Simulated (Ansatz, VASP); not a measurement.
**KF in VASP and in Ansatz**

```xyz
2
Lattice="0.0000 2.7672 2.7672 2.7672 0.0000 2.7672 2.7672 2.7672 0.0000" Properties=species:S:1:pos:R:3 pbc="T T T"
K     0.0000    0.0000    0.0000
F     2.7672    2.7672    2.7672
```

Alike in both runs: task single point; functional PBE; k mesh 8 × 8 × 8; occupations gaussian, width 0.05 eV; no spin polarisation.

```csv
,VASP,Ansatz
version,VASP 6.6.1,Ansatz 0.2.0
potentials or method,"VASP PAW PBE potentials, release 64 (K_sv, F), cutoff 520 eV","scalar-relativistic, plane waves, PAW"
valence electrons in the cell,16,16
```

Ansatz gave:

* gap on the k mesh at the Fermi level (eV): 5.66
* least direct gap on the mesh (eV): 5.66
* pressure (GPa): -1.5

Problem. Estimate VASP's values.

Solution. gap on the k mesh at the Fermi level (eV): 5.65; least direct gap on the mesh (eV): 5.65; pressure (GPa): -1.6.
